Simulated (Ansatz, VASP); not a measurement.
**Two plane-wave programs on Rb**

INCAR

```
SYSTEM = Rb
PREC = Accurate
ENCUT = 600
EDIFF = 1E-6
ISMEAR = 0
SIGMA = 0.1
LREAL = .FALSE.
LASPH = .TRUE.
NELM = 100
ALGO = Normal
ISIF = 3
LWAVE = .FALSE.
LCHARG = .FALSE.
GGA = PE
IBRION = 2
NSW = 90
EDIFFG = -0.04
```

File KPOINTS:

```
Automatic mesh
0
G
  4 4 2
  0 0 0
```

The input POSCAR:

```
Rb
1.0
    5.1406383806     -3.0656897979      0.0000000000
    5.1406383806      3.0656897979      0.0000000000
   -2.8712988942      0.0000000000     13.3096174847
Rb
4
Direct
    0.0504000000      0.0504000000      0.0996000000
    0.9496000000      0.9496000000      0.9004000000
    0.5050000000      0.5050000000      0.6000000000
    0.4950000000      0.4950000000      0.4000000000
```

Input for Ansatz:

```yaml
crystal:
  lattice:
    - [5.1406383806, -3.0656897979, 0.0]
    - [5.1406383806, 3.0656897979, 0.0]
    - [-2.8712988942, 0.0, 13.3096174847]
  atoms:
    - { symbol: Rb, position: [0.0504, 0.0504, 0.0996] }
    - { symbol: Rb, position: [0.9496, 0.9496, 0.9004] }
    - { symbol: Rb, position: [0.505, 0.505, 0.6] }
    - { symbol: Rb, position: [0.495, 0.495, 0.4] }
basis:
  ecutwfc: 420
kpoints:
  mp_grid: { grid: [4, 4, 2] }
hamiltonian:
  xc: pbe
scf:
  occupations: { method: gaussian, width: 0.1 }
  lower_state_search: "off"
output:
  forces: true
  stress: true
  eigenvalues: true
relax:
  adjacent_minimum: "off"
  f_tol: 0.04
  max_steps: 70
  cell: { stress_tol: 0.4 }
```

Alike in both runs: task relaxation of cell and atoms; functional PBE; k mesh 4 × 4 × 2; occupations gaussian, width 0.1 eV; no spin polarisation.

```csv
,VASP,Ansatz
version,VASP 6.6.1,Ansatz 0.2.0
potentials or method,"VASP PAW PBE potentials, release 64 (Rb_sv), cutoff 600 eV","scalar-relativistic, plane waves, PAW"
valence electrons in the cell,36,36
```

Ansatz gave:

| Item | Value |
| --- | --- |
| gap on the k mesh at the Fermi level, each at its own relaxed structure (eV) | none |
| relaxed volume (Å³/atom) | 94.29 |
| relaxed cell length with the largest relative difference (Å) | 16.941 |

Problem. Estimate VASP's values.

Solution. gap on the k mesh at the Fermi level, each at its own relaxed structure (eV): none; relaxed volume (Å³/atom): 95.31; relaxed cell length with the largest relative difference (Å): 17.907.

A gap of «none» marks a metal or a gap that the smearing closes. One of these differences is far larger than is usual between the two programs; its cause wasn't traced.
